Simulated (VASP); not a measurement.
A run of VASP 6.6.1 is set up as follows.

Contents of INCAR:

```
SYSTEM = C
  ALGO = Normal
  DIPOL = 0.5 0.5 0.497
  EDIFF = 1E-6
  ENCUT = 520
  GGA = PS
  IDIPOL = 3
  ISIF = 2
  ISMEAR = 0
  LASPH = .True.
  LCHARG = .False.
  LDIPOL = .True.
  LREAL = Auto
  LWAVE = .False.
  NBANDS = 56
  NELM = 80
  PREC = Accurate
  SIGMA = 0.05
```

The input KPOINTS:

```
k-points
0
Gamma
  11 3 1
  0 0 0
```

POSCAR

```
C
1.0
    2.4588524194      0.0000000000      0.0000000000
    0.0000000000      8.5229584556      0.0000000000
    0.0000000000      0.0000000000     22.9926195209
C
20
Direct
    0.5000000000      0.1664646120      0.3261916283
    0.5000000000      0.6664646120      0.3261916283
    0.0000000000      0.2080641440      0.3529226145
    0.0000000000      0.7080641440      0.3529226145
    0.0000000000      0.2913075307      0.4064130676
    0.0000000000      0.7913075307      0.4064130676
    0.5000000000      0.3329070627      0.4331440538
    0.5000000000      0.8329070627      0.4331440538
    0.5000000000      0.4212686561      0.4858552048
    0.5000000000      0.9212686561      0.4858552048
    0.0000000000      0.4665244643      0.5115623947
    0.0000000000      0.9665244643      0.5115623947
    0.0000000000      0.5608846750      0.5629993595
    0.0000000000      0.0608846750      0.5629993595
    0.5000000000      0.6081352137      0.5876881517
    0.5000000000      0.1081352137      0.5876881517
    0.5000000000      0.7097394441      0.6392516160
    0.5000000000      0.2097394441      0.6392516160
    0.0000000000      0.7540475654      0.6604626492
    0.0000000000      0.2540475654      0.6604626492
```

Potentials or basis: VASP PAW PBE potentials, release 64 (C).

Run with:

```console
$ cat potpaw_PBE.64/C/POTCAR > POTCAR
$ mpirun -np 1 vasp_std > vasp.out
```

**Question.** Estimate the largest force.

**Answer.** 3.002 eV/Å.

**Question.** Estimate the band gap on the k mesh.

**Answer.** Zero (bands 40 and 41 overlap by 0.31 eV).

Forces on the atoms (eV/Å):
```
C    0.000  0.935  1.763
C    0.000  0.935  1.763
C    0.000 -1.469 -2.618
C    0.000 -1.469 -2.618
C    0.000  0.499  0.999
C    0.000  0.499  0.999
C    0.000  0.004 -0.192
C    0.000  0.004 -0.192
C    0.000  0.002  0.001
C    0.000  0.002  0.001
C    0.000 -0.005 -0.010
C    0.000 -0.005 -0.010
C    0.000 -0.011 -0.007
C    0.000 -0.011 -0.007
C    0.000 -0.010  0.006
C    0.000 -0.010  0.006
C    0.000  0.017  0.013
C    0.000  0.017  0.013
C    0.000  0.038  0.046
C    0.000  0.038  0.046
```

Caveat: the PAW data sets were made with another functional, which shifts forces and pressure a little.
